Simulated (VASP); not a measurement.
# InAs (I-4m2) in VASP: further runs, part 2 of 2

VASP 6.6.1. The steps go on from the part before.

## (4) Single point, PBE (strain +0.015 along x and y, -0.030 along z)

The input, INCAR:

```
PREC     = Accurate       # precision mode
ENCUT    = 520            # plane-wave cutoff, eV
EDIFF    = 1E-7           # SCF threshold, eV
ISMEAR   = 0              # smearing method
SIGMA    = 0.15           # smearing width, eV
LREAL    = False          # projectors in reciprocal space
LASPH    = True           # aspherical terms in the spheres
NELM     = 80             # most SCF steps
ALGO     = Normal         # electronic algorithm
ISIF     = 2              # what is computed and relaxed
LWAVE    = False          # write WAVECAR
LCHARG   = False          # write CHGCAR
GGA      = PE             # functional
NBANDS   = 16             # bands
```

The input, KPOINTS:

```
Automatic mesh
0
Gamma
  16 16 16
```

The input, POSCAR:

```
InAs
1.0
    0.0000000000      3.1397803528      3.0005782682
    3.1397803528      0.0000000000      3.0005782682
    3.1397803528      3.1397803528      0.0000000000
In As
1 1
Direct
    0.0000000000      0.0000000000      0.0000000000
    0.7500000000      0.7500000000      0.7500000000
```

Potentials or basis: VASP PAW PBE potentials, release 64 (In_d, As).

Started as:

```sh
$ cat potpaw_PBE.64/In_d/POTCAR potpaw_PBE.64/As/POTCAR > POTCAR
$ mpirun -np 1 vasp_std > vasp.out
```

OUTCAR:

```text
PREC = Accurate
   ENCUT = 520
   EDIFF = 1E-7
   ISMEAR = 0
   LREAL = False
   LASPH = True
   NELM = 80
   ISIF = 2
   GGA = PE

 ion  position               nearest neighbor table
   1  0.000  0.000  0.000-   2 2.68   2 2.68   2 2.68   2 2.68
   2  0.750  0.750  0.750-   1 2.68   1 2.68   1 2.68   1 2.68

  LATTYP: Found a body centered tetragonal cell.
 ALAT       =     4.4403199578
 C/A-ratio  =     1.3515144389

  Lattice vectors:

 A1 = (   0.0000000000,  -3.1397803528,  -3.0005782682)
 A2 = (   0.0000000000,   3.1397803528,  -3.0005782682)
 A3 = (   3.1397803528,   0.0000000000,   3.0005782682)

Analysis of symmetry for initial positions (statically):
=====================================================================
 Subroutine PRICEL returns:
 Original cell was already a primitive cell.

 Routine SETGRP: Setting up the symmetry group for a
 body centered tetragonal supercell.

 Subroutine GETGRP returns: Found  8 space group operations
 (whereof  8 operations were pure point group operations)
 out of a pool of 16 trial point group operations.

The static configuration has the point symmetry D_2d.

[... 160 lines left out ...]
 E-fermi :   4.0384     XC(G=0):  -8.8010

 val. band max:        3.9734153348   @ k =   0.0000   0.0000   0.0000
 cond. band min:       4.3067143457   @ k =   0.0625   0.0000   0.0000
 fundamental gap:      0.3332990109
 Fermi energy:         4.0383814799

 k-point     1 :       0.0000    0.0000    0.0000
  band No.  band energies     occupation
      1     -10.4276      2.00000
      2     -10.4276      2.00000
      3     -10.4125      2.00000
      4     -10.3283      2.00000
      5     -10.3189      2.00000
      6      -7.5943      2.00000
[... 433 lines left out ...]
      3     -10.4088      2.00000
      4     -10.3277      2.00000
      5     -10.3194      2.00000
      6      -7.5013      2.00000
[... 8 lines left out ...]
     15      12.2009      0.00000
     16      12.7243      0.00000

 [... further k-points ...]

------------------------ aborting loop because EDIFF is reached ----------------------------------------

  FORCE on cell =-STRESS in cart. coord.  units (eV):
  Direction    XX          YY          ZZ          XY          YZ          ZX
  --------------------------------------------------------------------------------------
  -------------------------------------------------------------------------------------
  Total       -0.1567037     -0.1567037      0.3540743      0.0000000      0.0000000      0.0000000
  in kB       -4.2438135     -4.2438135      9.5889596      0.0000000      0.0000000      0.0000000
  external PRESSURE =       0.3671108 kB  Pullay stress =       0.0000000 kB

 VOLUME and BASIS-vectors are now :
 -----------------------------------------------------------------------------
  energy-cutoff  :      520.00
  volume of cell :       59.16
      direct lattice vectors                 reciprocal lattice vectors
     0.000000000  3.139780353  3.000578268    -0.159246808  0.159246808  0.166634547
     3.139780353  0.000000000  3.000578268     0.159246808 -0.159246808  0.166634547
     3.139780353  3.139780353  0.000000000     0.159246808  0.159246808 -0.166634547

 POSITION                                       TOTAL-FORCE (eV/Angst)
 -----------------------------------------------------------------------------------
      0.00000      0.00000      0.00000        -0.000000     -0.000000     -0.000000
      4.70967      4.70967      4.50087         0.000000      0.000000      0.000000
 -----------------------------------------------------------------------------------
    total drift:                                0.000003      0.000003     -0.000004

  FREE ENERGIE OF THE ION-ELECTRON SYSTEM (eV)
  ---------------------------------------------------
  free  energy   TOTEN  =        -7.7120365422 eV

  energy  without entropy=       -7.7119180876  energy(sigma->0) =       -7.71197731
```

Wall time 4.7 min (1 thread of Intel Xeon Platinum 8488C (Sapphire Rapids), shared host); peak memory 0.45 GiB.

What came out:

* Free energy: -7.7120 eV
* Pressure: 0.0 GPa

Levels at points of the mesh, in eV from the Fermi level:
| k point | band 5 | band 6 | band 7 | band 8 | band 9 | band 10 | band 11 | band 12 | band 13 | band 14 |
| --- | --- | --- | --- | --- | --- | --- | --- | --- | --- | --- |
| (0.00, 0.00, 0.00) | -14.36 | -11.63 | -0.74 | -0.26 | -0.26 | -0.06 | 3.63 | 3.72 | 3.72 | 7.09 |
| (0.50, 0.00, 0.00) | -14.35 | -10.36 | -5.62 | -1.22 | -0.95 | 0.60 | 4.32 | 4.59 | 6.58 | 8.47 |
| (0.50, 0.50, 0.00) | -14.34 | -9.82 | -5.59 | -2.45 | -2.45 | 1.34 | 1.60 | 8.61 | 8.61 | 8.79 |
| (0.50, 0.00, 0.50) | -14.35 | -9.93 | -5.82 | -2.22 | -2.20 | 1.53 | 1.98 | 8.37 | 8.42 | 8.72 |

Caveat: the cell differs from its parent crystal (strain +0.015 along x and y, -0.030 along z); spin-orbit coupling is left out, which moves the levels of the heavy elements.

## (5) Single point, PBE

This run uses another cell than the first one, of 29.58 Å³/atom.

The input, INCAR:

```
SYSTEM = InAs
ALGO = Normal ; EDIFF = 1E-6
ENCUT = 520 ; GGA = PE
ISIF = 2 ; ISMEAR = 0
LASPH = .TRUE. ; LCHARG = .FALSE.
LREAL = .FALSE. ; LWAVE = .FALSE.
NBANDS = 16 ; NELM = 60
PREC = Accurate ; SIGMA = 0.15
```

The input, KPOINTS:

```
k-points
0
G
  16 16 16
  0 0 0
```

POSCAR is that of step 4.

Potentials or basis: VASP PAW PBE potentials, release 64 (In_d, As).

Started as:

```sh
$ cat potpaw_PBE.64/In_d/POTCAR potpaw_PBE.64/As/POTCAR > POTCAR
$ mpirun -np 1 vasp_std > vasp.out
```

OUTCAR:

```text
SYSTEM = InAs
   EDIFF = 1E-6
   ENCUT = 520
   GGA = PE
   ISIF = 2
   ISMEAR = 0
   LASPH = .TRUE.
   LREAL = .FALSE.
   NELM = 60
   PREC = Accurate

 ion  position               nearest neighbor table
   1  0.000  0.000  0.000-   2 2.68   2 2.68   2 2.68   2 2.68
   2  0.750  0.750  0.750-   1 2.68   1 2.68   1 2.68   1 2.68

  LATTYP: Found a body centered tetragonal cell.
 ALAT       =     4.4403199578
 C/A-ratio  =     1.3515144389

  Lattice vectors:

 A1 = (   0.0000000000,  -3.1397803528,  -3.0005782682)
 A2 = (   0.0000000000,   3.1397803528,  -3.0005782682)
 A3 = (   3.1397803528,   0.0000000000,   3.0005782682)

Analysis of symmetry for initial positions (statically):
=====================================================================
 Subroutine PRICEL returns:
 Original cell was already a primitive cell.

 Routine SETGRP: Setting up the symmetry group for a
 body centered tetragonal supercell.

 Subroutine GETGRP returns: Found  8 space group operations
 (whereof  8 operations were pure point group operations)
 out of a pool of 16 trial point group operations.

The static configuration has the point symmetry D_2d.

Analysis of symmetry for dynamics (positions and initial velocities):
=====================================================================
 Subroutine PRICEL returns:
 Original cell was already a primitive cell.

 Routine SETGRP: Setting up the symmetry group for a
 body centered tetragonal supercell.

 Subroutine GETGRP returns: Found  8 space group operations
 (whereof  8 operations were pure point group operations)
 out of a pool of 16 trial point group operations.

The dynamic configuration has the point symmetry D_2d.

 Subroutine INISYM returns: Found  8 space group operations
 (whereof  8 operations are pure point group operations),
 and found     1 'primitive' translations

----------------------------------------------------------------------------------------

                                     Primitive cell

  volume of cell :      59.1607

  direct lattice vectors                    reciprocal lattice vectors
     0.000000000  3.139780353  3.000578268    -0.159246808  0.159246808  0.166634547
     3.139780353  0.000000000  3.000578268     0.159246808 -0.159246808  0.166634547
     3.139780353  3.139780353  0.000000000     0.159246808  0.159246808 -0.166634547

  length of vectors
     4.343004790  4.343004790  4.440319958     0.280153822  0.280153822  0.280153822

  position of ions in fractional coordinates (direct lattice)
     0.000000000  0.000000000  0.000000000
     0.750000000  0.750000000  0.750000000

  ion indices of the primitive-cell ions
   primitive index   ion index
                 1           1
                 2           2

----------------------------------------------------------------------------------------

 KPOINTS: k-points

Automatic generation of k-mesh.
 Grid dimensions read from file:
 generate k-points for:   16   16   16

 Generating k-lattice:

  Cartesian coordinates                     Fractional coordinates (reciprocal lattice)
    -0.009952926  0.009952926  0.010414659     0.062500000 -0.000000000  0.000000000
     0.009952926 -0.009952926  0.010414659    -0.000000000  0.062500000  0.000000000
     0.009952926  0.009952926 -0.010414659     0.000000000  0.000000000  0.062500000

  Length of vectors
     0.017509614  0.017509614  0.017509614

  Shift w.r.t. Gamma in fractional coordinates (k-lattice)
     0.000000000  0.000000000  0.000000000

 Subroutine IBZKPT returns following result:
 ===========================================

 Found    349 irreducible k-points:

 Following reciprocal coordinates:
            Coordinates               Weight
  0.000000  0.000000  0.000000      1.000000
  0.062500  0.000000  0.000000      8.000000
  0.125000  0.000000  0.000000      8.000000
  0.187500  0.000000  0.000000      8.000000
  0.250000  0.000000  0.000000      8.000000
  0.312500  0.000000  0.000000      8.000000
[... 16 lines left out ...]
 -0.125000  0.062500  0.000000      8.000000
 -0.062500  0.062500  0.000000      4.000000
 [... further k-points ...]
   k-points           NKPTS =    349   k-points in BZ     NKDIM =    349   number of bands    NBANDS=     16
   number of dos      NEDOS =    301   number of ions     NIONS =      2
   total plane-waves  NPLWV =  36864
   dimension x,y,z NGX =    32 NGY =   32 NGZ =   36
   dimension x,y,z NGXF=    64 NGYF=   64 NGZF=   72
   ions per type =               1   1
   NGX,Y,Z   is equivalent  to a cutoff of  12.25, 12.25, 13.48 a.u.
   NGXF,Y,Z  is equivalent  to a cutoff of  24.50, 24.50, 26.96 a.u.
 SYSTEM =  InAs
   PREC   = accura    normal or accurate (medium, high low for compatibility)
   ISTART =      0    job   : 0-new  1-cont  2-samecut
   ICHARG =      2    charge: 1-file 2-atom 10-const
   ISPIN  =      1    spin polarized calculation?
   LNONCOLLINEAR =      F non collinear calculations
   LSORBIT =      F    spin-orbit coupling
   LASPH  =      T    aspherical Exc in radial PAW
   ENCUT  =  520.0 eV  38.22 Ry    6.18 a.u.   8.08  8.08  8.26*2*pi/ulx,y,z
   NELM   =     60;   NELMIN=  2; NELMDL= -5     # of ELM steps
   EDIFF  = 0.1E-05   stopping-criterion for ELM
   LREAL  =      F    real-space projection
   EDIFFG = 0.1E-04   stopping-criterion for IOM
   NSW    =      0    number of steps for IOM
   IBRION =     -1    ionic relax: 0-MD 1-quasi-New 2-CG
   NFREE  =      0    steps in history (QN), initial steepest desc. (CG)
   ISIF   =      2    stress and relaxation
   ISYM   =      2    0-nonsym 1-usesym 2-fastsym
   POTIM  = 0.5000    time-step for ionic-motion
   TEBEG  =    0.0;   TEEND  =   0.0 temperature during run
   PSTRESS=    0.0 pullay stress
   NELECT =      18.0000    total number of electrons
   NUPDOWN=      -1.0000    fix difference up-down
   EMIN   =  10.00;   EMAX   =-10.00  energy-range for DOS
   EFERMI =   0.00;   METHOD = LEGACY
   ISMEAR =     0;   SIGMA  =   0.15  broadening in eV -4-tet -1-fermi 0-gaus
   EFERMI_NEDOS =   21; number of points for ismear=-14 and -15
   IALGO  =     38    algorithm
   IMIX   =      4    mixing-type and parameters
     AMIX     =   0.40;   BMIX     =  1.00
     AMIX_MAG =   1.60;   BMIX_MAG =  1.00
  volume/ion in A,a.u.               =      29.58       199.62
  Fermi-wavevector in a.u.,A,eV,Ry     =   1.101086  2.080750 16.495567  1.212390
  Thomas-Fermi vector in A             =   2.237507
   LORBIT       =      0    0 simple, 1 ext, 2 COOP (PROOUT), +10 PAW based schemes
   GGA     = PE    functional components
   LHFCALC =     F    Hartree Fock is set to
   AEXX    =    0.0000 exact exchange contribution
   IVDW    =     0    specifies the selected vdW correction
   LEPSILON=     F    determine dielectric tensor
   LRPA    =     F    only Hartree local field effects (RPA)
 non-spin polarized calculation
 Gauss-broadening in eV      SIGMA  =   0.15
  energy-cutoff  :      520.00
  volume of cell :       59.16
 maximum number of plane-waves:      1619
   NGX = 17   NGY = 17   NGZ = 17

 number of electron      18.0000004 magnetization

 Free energy of the ion-electron system (eV)
  ---------------------------------------------------
  ext. energy  EPLUGINS =         0.00000000
  ---------------------------------------------------
  free energy    TOTEN  =        -7.71203590 eV

  energy without entropy =       -7.71191745  energy(sigma->0) =       -7.71197667

 E-fermi :   4.0379     XC(G=0):  -8.8014

 val. band max:        3.9729629420   @ k =   0.0000   0.0000   0.0000
 cond. band min:       4.3062985433   @ k =   0.0625   0.0000   0.0000
 fundamental gap:      0.3333356013
 Fermi energy:         4.0379390523

 k-point     1 :       0.0000    0.0000    0.0000
  band No.  band energies     occupation
      1     -10.4276      2.00000
      2     -10.4275      2.00000
      3     -10.4125      2.00000
      4     -10.3282      2.00000
      5     -10.3189      2.00000
      6      -7.5948      2.00000
[... 8 lines left out ...]
     15      12.9949      0.00000
     16      13.6349      0.00000
[... 419 lines left out ...]
 k-point    24 :      -0.0625    0.0625    0.0000
  band No.  band energies     occupation
      1     -10.4373      2.00000
      2     -10.4249      2.00000
      3     -10.4087      2.00000
      4     -10.3276      2.00000
      5     -10.3194      2.00000
      6      -7.5018      2.00000
[... 8 lines left out ...]
     15      12.2008      0.00000
     16      12.7239      0.00000

 [... further k-points ...]
[... 5 lines left out ...]
  --------------------------------------------------------------------------------------
  -------------------------------------------------------------------------------------
  Total       -0.1584754     -0.1584754      0.3529245      0.0000000      0.0000000      0.0000000
  in kB       -4.2917953     -4.2917953      9.5578205      0.0000000      0.0000000      0.0000000
  external PRESSURE =       0.3247433 kB  Pullay stress =       0.0000000 kB

 VOLUME and BASIS-vectors are now :
 -----------------------------------------------------------------------------
  energy-cutoff  :      520.00
  volume of cell :       59.16
      direct lattice vectors                 reciprocal lattice vectors
     0.000000000  3.139780353  3.000578268    -0.159246808  0.159246808  0.166634547
     3.139780353  0.000000000  3.000578268     0.159246808 -0.159246808  0.166634547
     3.139780353  3.139780353  0.000000000     0.159246808  0.159246808 -0.166634547

 POSITION                                       TOTAL-FORCE (eV/Angst)
 -----------------------------------------------------------------------------------
      0.00000      0.00000      0.00000        -0.000000      0.000000      0.000000
      4.70967      4.70967      4.50087         0.000000      0.000000     -0.000000
 -----------------------------------------------------------------------------------
    total drift:                                0.000003      0.000003     -0.000004

  FREE ENERGIE OF THE ION-ELECTRON SYSTEM (eV)
  ---------------------------------------------------
  free  energy   TOTEN  =        -7.7120358967 eV

  energy  without entropy=       -7.7119174461  energy(sigma->0) =       -7.71197667
```

stdout:

```text
POSCAR found type information on POSCAR InAs
 POSCAR found :  2 types and       2 ions
 scaLAPACK will be used
 LDA part: xc-table for (Slater+PW92), standard interpolation
 POSCAR, INCAR and KPOINTS ok, starting setup
 FFT: planning ... GRIDC
 FFT: planning ... GRID_SOFT
 FFT: planning ... GRID
 WAVECAR not read
 entering main loop
```

Run time: 3.3 min. Hardware: 1 thread of Intel Xeon Platinum 8488C (Sapphire Rapids), shared host; peak memory 0.46 GiB.

What came out:

| Item | Value |
| --- | --- |
| Free energy | -7.7120 eV |
| Pressure | 0.0 GPa |

Caveat: spin-orbit coupling is left out, which moves the levels of the heavy elements.

## (6) The runs side by side

| cell | pressure (GPa) |
| --- | --- |
| a = 4.377, b = 4.377, c = 4.243 Å, angles 61.0, 61.0, 58.0°, 2 atoms | 1.6 |
| a = 4.310, b = 4.310, c = 4.375 Å, angles 59.5, 59.5, 61.0°, 2 atoms | 1.6 |
| a = 4.343, b = 4.343, c = 4.440 Å, angles 59.3, 59.3, 61.5°, 2 atoms | 0.0 |

Alike in all rows: task single point; level PBE; potentials or basis VASP PAW PBE potentials, release 64 (In_d, As); no spin polarisation; k mesh 16 × 16 × 16; cutoff (eV) 520; smearing gaussian 0.15 eV.

Caveats: spin-orbit coupling is left out, which moves the levels of the heavy elements; semilocal functionals underestimate gaps, so a narrow gap can read as zero (at least some runs).

Absolute energies hang on the potentials; compare differences alone.
